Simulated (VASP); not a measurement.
# ScAlN2: single point with PBE

The system is ScAlN2.

```
Sc Al N
1.0
     1.54282    0.89075    4.98472
    -1.54282    0.89075    4.98472
     0.00000   -1.78149    4.98472
Sc Al N
1 1 2
Direct
  0.00000 0.00000 0.00000
  0.50000 0.50000 0.50000
  0.24355 0.24355 0.24355
  0.75645 0.75645 0.75645
```

This cell differs from its parent crystal: volume changed by +3%.

```yaml
Program: VASP 6.6.1
Task: single point
Functional: PBE
Potentials_or_basis: VASP PAW PBE potentials, release 64 (Sc_sv, Al, N)
Cutoff: 520 eV
k_mesh: 8 × 8 × 8
Occupations: gaussian, width 0.01 eV
Spin: no spin polarisation
Dipole_correction: no
Further_INCAR_settings: ALGO = Normal; EDIFF = 1e-07; NBANDS = 20
```

```
Pressure               : -5.6 GPa
Largest force          : 0.014 eV/Å
Band gap on the k mesh : 0.82 eV, indirect (least direct gap 2.61 eV)
```

Forces on the atoms (eV/Å):
```
Sc   0.000  0.000  0.000
Al   0.000  0.000  0.000
N    0.000  0.000 -0.014
N    0.000  0.000  0.014
```

Stress tensor (GPa, compression positive):
```
-5.65  0.00  0.00
 0.00 -5.65  0.00
 0.00  0.00 -5.56
```

Levels at points of the mesh, in eV from the valence-band top:
| k point | band 8 | band 9 | band 10 | band 11 | band 12 | band 13 | band 14 | band 15 | band 16 | band 17 |
| --- | --- | --- | --- | --- | --- | --- | --- | --- | --- | --- |
| (0.00, 0.00, 0.00) | -2.21 | -2.21 | -0.34 | -0.34 | 0.00 | 2.95 | 3.13 | 3.13 | 4.55 | 5.34 |
| (0.50, 0.00, 0.00) | -5.59 | -3.84 | -3.02 | -1.77 | -1.05 | 2.08 | 5.05 | 5.22 | 5.58 | 6.22 |
| (0.50, 0.50, 0.00) | -5.01 | -2.19 | -2.15 | -2.11 | -1.79 | 0.82 | 4.65 | 5.05 | 6.27 | 6.31 |
| (0.50, 0.50, 0.50) | -3.09 | -1.87 | -1.87 | -0.87 | -0.87 | 2.89 | 3.28 | 3.28 | 5.25 | 5.25 |

Wall time 2.4 min on 1 thread of Intel Xeon 6975P-C, on a shared host, peak memory 0.27 GiB.

 A k mesh can miss the band edges.
